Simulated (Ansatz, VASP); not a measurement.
C: VASP beside Ansatz

```
C
1.0
     0.01783    1.79232    1.79232
     1.79232    0.01783    1.79232
     1.79232    1.79232    0.01783
C
2
Direct
  0.50000 0.50000 0.50000
  0.75000 0.75000 0.75000
```

Change from the starting cell: equal xy, yz and zx shear strains of +1 %.

Alike in both runs: task single point; functional LDA; k mesh 20 × 20 × 20; occupations fermi-dirac, width 0.08 eV; no spin polarisation.

|  | VASP | Ansatz |
| --- | --- | --- |
| version | VASP 6.6.1 | Ansatz 0.2.0 |
| potentials or method | VASP PAW LDA potentials, release 64 (C), cutoff 520 eV | all-electron LAPW, scalar-relativistic |

Ansatz gave:

| Property | Result |
| --- | --- |
| gap on the k mesh at the Fermi level (eV) | 4.10 |
| pressure (GPa) | -12.8 |
| traceless stress, the component that is largest in VASP (GPa) | -5.51 |
| rms of the force components (eV/Å) | 0.018 |

Estimate VASP's values.

gap on the k mesh at the Fermi level (eV): 4.09; pressure (GPa): -11.5; traceless stress, the component that is largest in VASP (GPa): -5.53; rms of the force components (eV/Å): 0.020.

LDA's correlation is that of Perdew and Zunger in VASP and of Perdew and Wang (1992) in Ansatz. Atom by atom the forces differ by 0.003 eV/Å (rms over components). Ansatz ran all-electron here, and VASP with PAW potentials.
